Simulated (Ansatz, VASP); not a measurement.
**One calculation of Hg, two programs**

```
CELL_PARAMETERS angstrom
2.23981 -1.97873 -0.04823
2.23981 1.97873 -0.04823
-0.41527 0.00000 2.81904
ATOMIC_POSITIONS crystal
Hg 0.50000 0.50000 0.50000
```

Alike in both runs: task single point; functional PBE; k mesh 14 × 14 × 14; occupations gaussian, width 0.1 eV; no spin polarisation.

|  | VASP | Ansatz |
| --- | --- | --- |
| version | VASP 6.6.1 | Ansatz 0.2.0 |
| potentials or method | VASP PAW PBE potentials, release 64 (Hg), cutoff 520 eV | scalar-relativistic, plane waves, PAW |
| valence electrons in the cell | 12 | 20 |

```csv
,VASP,Ansatz,Ansatz less VASP
gap on the k mesh at the Fermi level (eV),none,none,-
pressure (GPa),5.9,5.4,-0.44
"traceless stress, the component that is largest in VASP (GPa)",2.14,1.97,-0.169
```

A gap of «none» marks a metal or a gap that the smearing closes. VASP's potentials hold 12 valence electrons a cell and Ansatz's 20, so a difference there can come from the potentials and not from the codes.

Neither program's run includes spin-orbit coupling.
